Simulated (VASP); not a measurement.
A run of VASP 6.6.1:

The input INCAR:

```
SYSTEM = GaN
ALGO = Normal
EDIFF = 1E-6
ENCUT = 520
GGA = PE
ISIF = 2
ISMEAR = 0
LASPH = .TRUE.
LCHARG = .FALSE.
LREAL = .FALSE.
LWAVE = .FALSE.
NBANDS = 26
NELM = 80
PREC = Accurate
SIGMA = 0.02
```

The input KPOINTS:

```
k-points
0
G
  12 12 6
  0 0 0
```

The input POSCAR:

```
GaN
1.0
    3.3471048572      0.0023050387      0.0000000000
   -1.6716521787      2.7519093412      0.0000000000
    0.0000000000      0.0000000000      5.2096059077
Ga N
2 2
Direct
    0.6676867772      0.3352779980      0.4976768572
    0.3323132228      0.6647220020      0.9976768572
    0.6719970629      0.3436132594      0.8773231428
    0.3280029371      0.6563867406      0.3773231428
```

Potentials or basis: VASP PAW PBE potentials, release 64 (Ga_d, N).

Command:

```console
$ cat potpaw_PBE.64/Ga_d/POTCAR potpaw_PBE.64/N/POTCAR > POTCAR
$ mpirun -np 1 vasp_std > vasp.out
```

Hardware: 1 thread of Intel(R) Xeon(R) 6975P-C (Granite Rapids), on a shared host.

Estimate the wall time of this run.

Wall time 2.5 min on 1 thread of Intel(R) Xeon(R) 6975P-C (Granite Rapids), with other jobs on the host, peak memory 0.4 GiB. Counts: scf iterations 15, k points 296.
